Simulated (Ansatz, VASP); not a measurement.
# One calculation of Bi, two programs

```
Bi
1.0
     3.36136    0.00000    0.00000
    -1.12045    3.16912    0.00000
    -1.12045   -1.58456    2.74454
Bi
1
Direct
  0.00000 0.00000 0.00000
```

Alike in both runs: functional LDA; k mesh 8 × 8 × 8; no spin polarisation.

Ansatz relaxed the structure, and its values are those at the end. VASP's run is a single point on that final structure, the one shown.

|  | VASP | Ansatz |
| --- | --- | --- |
| version | VASP 6.6.1 | Ansatz 0.2.0 |
| potentials or method | VASP PAW LDA potentials, release 64 (Bi_d) | plane waves, PAW |
| plane-wave cutoff (eV) | 520 | 420 |
| occupations | methfessel-paxton of order 1, width 0.1 eV | cold, width 0.1 eV |
| valence electrons in the cell | 15 | 15 |

|  | VASP | Ansatz | Ansatz less VASP |
| --- | --- | --- | --- |
| pressure (GPa) | 0.1 | 0.0 | -0.09 |

LDA's correlation is that of Perdew and Zunger in VASP and of Perdew and Wang (1992) in Ansatz.

Neither program's run includes spin-orbit coupling.
